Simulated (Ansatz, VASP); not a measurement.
## Two plane-wave programs on PbF2

The input POSCAR:

```
PbF2
1.0
    0.0000000000      2.9604388914      2.9604388914
    2.9900432803      0.0000000000      2.9604388914
    2.9900432803      2.9604388914      0.0000000000
Pb F
1 2
Direct
    0.0000000000      0.0000000000      0.0000000000
    0.2500000000      0.2500000000      0.2500000000
    0.7500000000      0.7500000000      0.7500000000
```

The input INCAR.step1:

```
SYSTEM = PbF2
PREC = Accurate
ENCUT = 520
ISMEAR = 0
SIGMA = 0.01
LREAL = .FALSE.
LASPH = .TRUE.
NELM = 80
NBANDS = 21
GGA = PE
ALGO = Normal
EDIFF = 1E-4
LWAVE = .TRUE.
LCHARG = .FALSE.
```

Contents of INCAR.step2:

```
SYSTEM = PbF2
PREC = Accurate
ENCUT = 520
EDIFF = 1E-6
ISMEAR = 0
SIGMA = 0.01
LREAL = .FALSE.
LASPH = .TRUE.
NELM = 80
ALGO = Normal
ISIF = 2
LWAVE = .FALSE.
LCHARG = .FALSE.
METAGGA = R2SCAN
LMIXTAU = .TRUE.
NBANDS = 21
ISTART = 1
```

File KPOINTS:

```
regular mesh
0
G
  8 8 8
  0 0 0
```

Input for Ansatz:

```yaml
crystal:
  lattice:
    - [0.0, 2.9604388914, 2.9604388914]
    - [2.9900432803, 0.0, 2.9604388914]
    - [2.9900432803, 2.9604388914, 0.0]
  atoms:
    - { symbol: Pb, position: [0.0, 0.0, 0.0] }
    - { symbol: F, position: [0.25, 0.25, 0.25] }
    - { symbol: F, position: [0.75, 0.75, 0.75] }
kpoints:
  mp_grid: { grid: [8, 8, 8] }
  band_path:
    path:
      - [0.0, 0.0, 0.0]
      - [0.5, 0.0, 0.5]
      - [0.625, 0.25, 0.625]
      - [0.375, 0.375, 0.75]
      - [0.5, 0.5, 0.5]
      - [0.5, 0.25, 0.75]
      - [0.234375, -0.5, -0.265625]
    npoints: 1
hamiltonian:
  xc: r2scan
scf:
  occupations: { method: fixed }
  n_extra_bands: 4
output:
  forces: true
  stress: true
  eigenvalues: true
```

Change from the starting cell: uniaxial_x strain +1.0%.

Alike in both runs: task single point; functional r2SCAN; k mesh 8 × 8 × 8; no spin polarisation.

|  | VASP | Ansatz |
| --- | --- | --- |
| version | VASP 6.6.1 | Ansatz 0.2.0 |
| potentials or method | VASP PAW PBE potentials, release 64 (Pb_d, F) | plane waves, PAW |
| plane-wave cutoff (eV) | 520 | 500 |
| occupations | gaussian, width 0.01 eV | fixed |
| valence electrons in the cell | 28 | 28 |

```csv
,VASP,Ansatz,Ansatz less VASP
gap on the k mesh at the Fermi level (eV),4.91,4.91,-0.001
pressure (GPa),-0.8,-0.7,+0.08
"traceless stress, the component that is largest in VASP (GPa)",-0.36,-0.36,-0.002
```

VASP's potentials were made for PBE, not for r2SCAN.

Spin-orbit coupling is off throughout.
